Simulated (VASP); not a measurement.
# Ti (Pm-3m) in VASP: further runs, part 2 of 3

VASP 6.6.1. The steps go on from the part before.

## (4) Relaxation of cell and atoms, r2SCAN, target pressure 20 GPa, at which the enthalpy is minimised

This run uses another cell than the first one, of 19.47 Å³/atom.

Contents of POSCAR:

```
Ti
1.0
    2.6900000000      0.0000000000      0.0000000000
    0.0000000000      2.6900000000      0.0000000000
    0.0000000000      0.0000000000      2.6900000000
Ti
1
Direct
    0.0000000000      0.0000000000      0.0000000000
```

Contents of INCAR.step1:

```
PREC = Accurate
ENCUT = 600
ISMEAR = -1
SIGMA = 0.1
LREAL = F
LASPH = T
NELM = 80
GGA = PE
ALGO = Normal
EDIFF = 1E-4
LWAVE = T
LCHARG = F
```

Contents of INCAR.step2:

```
PREC = Accurate
ENCUT = 600
EDIFF = 1E-6
ISMEAR = -1
SIGMA = 0.1
LREAL = F
LASPH = T
NELM = 80
ALGO = Normal
ISIF = 3
LWAVE = F
LCHARG = F
METAGGA = R2SCAN
LMIXTAU = T
IBRION = 2
NSW = 80
EDIFFG = -0.02
PSTRESS = 200.0
ISTART = 1
```

Contents of KPOINTS:

```
Automatic mesh
0
Gamma
  17 17 17
```

Potentials or basis: VASP PAW PBE potentials, release 64 (Ti_sv).

The run is started by

```sh
$ cat potpaw_PBE.64/Ti_sv/POTCAR > POTCAR
$ cp INCAR.step1 INCAR
$ mpirun -np 1 vasp_std > vasp.out
$ cp INCAR.step2 INCAR
$ mpirun -np 1 vasp_std > vasp.out
```

OUTCAR:

```text
PREC = Accurate
   ENCUT = 600
   EDIFF = 1E-6
   ISMEAR = -1
   LREAL = F
   LASPH = T
   NELM = 80
   ISIF = 3
   METAGGA = R2SCAN
   IBRION = 2
   NSW = 80
   EDIFFG = -0.02
   PSTRESS = 200.0
   ISTART = 1

 ion  position               nearest neighbor table
   1  0.000  0.000  0.000-

  LATTYP: Found a simple cubic cell.
 ALAT       =     2.6900000000

  Lattice vectors:

 A1 = (   2.6900000000,   0.0000000000,   0.0000000000)
 A2 = (   0.0000000000,   2.6900000000,   0.0000000000)
 A3 = (   0.0000000000,   0.0000000000,   2.6900000000)

Analysis of symmetry for initial positions (statically):
=====================================================================
 Subroutine PRICEL returns:
 Original cell was already a primitive cell.

 Routine SETGRP: Setting up the symmetry group for a
[... 210 lines left out ...]
 fundamental gap:      0.0239560819
 Fermi energy:        12.5955704791

 k-point     1 :       0.0000    0.0000    0.0000
  band No.  band energies     occupation
      1     -46.3008      2.00000
      2     -19.9521      2.00000
      3     -19.9521      2.00000
      4     -19.9521      2.00000
      5       6.0244      2.00000
      6       9.9888      2.00000
      7       9.9888      2.00000
      8      18.8582      0.00000
      9      18.8582      0.00000
     10      18.8582      0.00000
[... 483 lines left out ...]
--------------------------------------- Ionic step        7  -------------------------------------------

 number of electron      12.0000003 magnetization

 Free energy of the ion-electron system (eV)
  ---------------------------------------------------
  ext. energy  EPLUGINS =         0.00000000
  ---------------------------------------------------
  free energy    TOTEN  =       -11.90231908 eV

  energy without entropy =      -11.84787064  energy(sigma->0) =      -11.87509486

 E-fermi :   9.7296     XC(G=0): -12.9668

 val. band max:        9.7126969821   @ k =   0.4706   0.4118   0.0588
 cond. band min:       9.7298941118   @ k =   0.4706   0.2941   0.1176
 fundamental gap:      0.0171971297
 Fermi energy:         9.7296221914

 k-point     1 :       0.0000    0.0000    0.0000
  band No.  band energies     occupation
      1     -49.0318      2.00000
      2     -23.4179      2.00000
      3     -23.4179      2.00000
      4     -23.4179      2.00000
      5       3.3032      2.00000
      6       7.8625      2.00000
      7       7.8626      2.00000
      8      14.8376      0.00000
      9      14.8376      0.00000
     10      14.8376      0.00000
[... 331 lines left out ...]
  energy  without entropy=      -11.8478706430  energy(sigma->0) =      -11.87509486

  enthalpy is  TOTEN    =       -10.0050718899 eV   P V=        1.8972471907

 reached required accuracy - stopping structural energy minimisation
```

OUTCAR.step1:

```text
PREC = Accurate
   ENCUT = 600
   ISMEAR = -1
   LREAL = F
   LASPH = T
   NELM = 80
[... 526 lines left out ...]

 POSITION                                       TOTAL-FORCE (eV/Angst)
 -----------------------------------------------------------------------------------
      0.00000      0.00000      0.00000         0.000000      0.000000      0.000000
 -----------------------------------------------------------------------------------
    total drift:                                0.000000      0.000000      0.000000

  FREE ENERGIE OF THE ION-ELECTRON SYSTEM (eV)
  ---------------------------------------------------
  free  energy   TOTEN  =        -7.0238599898 eV

  energy  without entropy=       -6.9501731320  energy(sigma->0) =       -6.98701656
```

OSZICAR.step1:

```text
N       E                     dE             d eps       ncg     rms          rms(c)
DAV:   1     0.847883722131E+02    0.84788E+02   -0.73806E+03  3300   0.155E+03
DAV:   2    -0.278678024239E+01   -0.87575E+02   -0.85951E+02  3364   0.328E+02
DAV:   3    -0.760277520101E+01   -0.48160E+01   -0.46481E+01  4798   0.783E+01
DAV:   4    -0.775125040097E+01   -0.14848E+00   -0.14706E+00  3824   0.115E+01
DAV:   5    -0.775564459688E+01   -0.43942E-02   -0.43920E-02  4268   0.170E+00    0.709E+00
DAV:   6    -0.700552909361E+01    0.75012E+00   -0.30869E+00  3454   0.221E+01    0.199E+00
DAV:   7    -0.701166019593E+01   -0.61311E-02   -0.79644E-02  3612   0.284E+00    0.117E+00
DAV:   8    -0.702344519075E+01   -0.11785E-01   -0.35047E-02  4266   0.217E+00    0.143E-01
DAV:   9    -0.702394202946E+01   -0.49684E-03   -0.14994E-03  3798   0.421E-01    0.534E-02
DAV:  10    -0.702385998977E+01    0.82040E-04   -0.19171E-04  2860   0.167E-01
   1 F= -.70238600E+01 E0= -.69870166E+01  d E =-.736869E-01
```

Run time: 4.1 min. Hardware: 1 thread of Intel Xeon 6975P-C (Granite Rapids), shared host; peak memory 0.19 GiB.

What came out:

| Property | Result |
| --- | --- |
| Free energy | -11.9023 eV |
| Relaxed volume | 15.20 Å³/atom |
| Relaxed cell | a = 2.477 Å, b = 2.477 Å, c = 2.477 Å, α = 90.00°, β = 90.00°, γ = 90.00° |
| Space group after relaxing (to 0.1 Å) | Pm-3m (No. 221) |
| Energy change on relaxing (the run minimises the enthalpy) | +147.1 meV/atom |
| Ionic steps | 7 |
| Pressure after relaxing | 19.9 GPa |
| Band gap on the k mesh | zero (bands 6 and 7 overlap by 2.86 eV) |

Step by step:
| step | energy change (eV) | largest force (eV/Å) | pressure (GPa) | volume (Å³) |
| --- | --- | --- | --- | --- |
| 1 | 0.0000 | 0.0000 | -4.60 | 19.47 |
| 2 | 0.8709 | 0.0000 | 63.63 | 12.20 |
| 3 | 0.1330 | 0.0000 | 18.97 | 15.31 |
| 4 | 0.1446 | 0.0000 | 19.75 | 15.22 |
| 5 | 0.1544 | 0.0000 | 20.50 | 15.14 |
| 6 | 0.1425 | 0.0000 | 19.63 | 15.24 |
| 7 | 0.1471 | 0.0000 | 19.93 | 15.20 |

Final structure:
```xyz
1
Lattice="2.4771 0.0000 0.0000 0.0000 2.4771 0.0000 0.0000 0.0000 2.4771" Properties=species:S:1:pos:R:3 pbc="T T T"
Ti    0.0000    2.4771    0.0000
```

Caveat: the cell is relaxed towards a set pressure, so the run minimises the enthalpy, not the energy; the volume moved by over 15 % at a fixed basis, so the end points are rough; the PAW data sets were made with another functional, which shifts forces and pressure a little.

(Continued in part 3 of 3.)

The gap in the log of VASP goes by the Fermi energy; the results here count the filled bands.